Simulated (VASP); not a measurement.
Wanted: the native input for a VASP 6.6.1 run.

- Task: single point
- Functional: PBE
- Potentials or basis: VASP PAW PBE potentials, release 64 (Hf_pv, C)
- Cutoff: 520 eV
- k mesh: 3 × 3 × 4
- Occupations: gaussian, width 0.2 eV
- Spin: no spin polarisation
- Dipole correction: no
- Further INCAR settings: ALGO = Normal; EDIFF = 1e-07; NBANDS = 29

The structure of Hf2C5 lies in POSCAR:

```
Hf2C5
1.0
    3.4477529884     -3.4329024098      0.2695200518
    3.4477529884      3.4329024098      0.2695200518
   -1.3097416241      0.0000000000      3.0468007854
Hf C
2 5
Direct
    0.2481776884      0.2481776884      0.7347456560
    0.7518223116      0.7518223116      0.2652543440
    0.0000000000      0.0000000000      0.0000000000
    0.7621399740      0.3755447774      0.6895355765
    0.6244552226      0.2378600260      0.3104644235
    0.2378600260      0.6244552226      0.3104644235
    0.3755447774      0.7621399740      0.6895355765
```

The input as run:

INCAR

```
SYSTEM = Hf2C5
PREC = Accurate ; ENCUT = 520
EDIFF = 1E-7 ; ISMEAR = 0
SIGMA = 0.2 ; LREAL = .FALSE.
LASPH = .TRUE. ; NELM = 60
ALGO = Normal ; ISIF = 2
LWAVE = .FALSE. ; LCHARG = .FALSE.
GGA = PE ; NBANDS = 29
```

KPOINTS

```
Automatic mesh
0
G
  3 3 4
  0 0 0
```

Potentials or basis: VASP PAW PBE potentials, release 64 (Hf_pv, C).

The run is started by

```sh
$ cat potpaw_PBE.64/Hf_pv/POTCAR potpaw_PBE.64/C/POTCAR > POTCAR
$ mpirun -np 1 vasp_std > vasp.out
```

Results of the run:

The pressure is -0.9 GPa. The largest force is 0.076 eV/Å and the band gap on the k mesh is zero (band 20 reaches 6.76 eV, above the bottom of band 21 at 5.58 eV).

Caveat: the k points lie up to 0.50 Å⁻¹ apart; spin-orbit coupling is left out, which moves the levels of the heavy elements.

It took 14 s on 1 thread of Intel(R) Xeon(R) 6975P-C (Granite Rapids), on a shared host, peak memory 0.18 GiB.
